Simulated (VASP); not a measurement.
Y, 2 atoms in the cell. It takes space group P6_3/mmc (No. 194, hexagonal). The conventional cell has a = 3.647 Å, b = 3.647 Å, c = 5.654 Å, α = 90.00°, β = 90.00°, γ = 120.00°. Within 4.6 Å of Y (site symmetry -6m2) lie 12 Y at 3.53 to 3.65 Å.  This cell differs from its parent crystal: functional LDA, strained.

- Program: VASP 6.6.1
- Task: single point
- Functional: LDA
- Potentials or basis: VASP PAW LDA potentials, release 64 (Y_sv)
- Cutoff: 520 eV
- k mesh: 15 × 15 × 8
- Occupations: gaussian, width 0.1 eV
- Spin: no spin polarisation
- Dipole correction: no
- Further INCAR settings: ALGO = Fast; EDIFF = 1e-06; NBANDS = 18

Potentials or basis: VASP PAW LDA potentials, release 64 (Y_sv).

Run with:

```sh
$ cat potpaw_LDA.64/Y_sv/POTCAR > POTCAR
$ mpirun -np 1 vasp_std > vasp.out
```

Hardware: 1 thread of Intel(R) Xeon(R) 6975P-C (Granite Rapids), on a shared host.

Q: How long does it take, and how much memory?

A: Wall time 120 s on 1 thread of Intel(R) Xeon(R) 6975P-C (Granite Rapids), on a shared host, peak memory 0.27 GiB. Counts: scf iterations 18, k points 135.
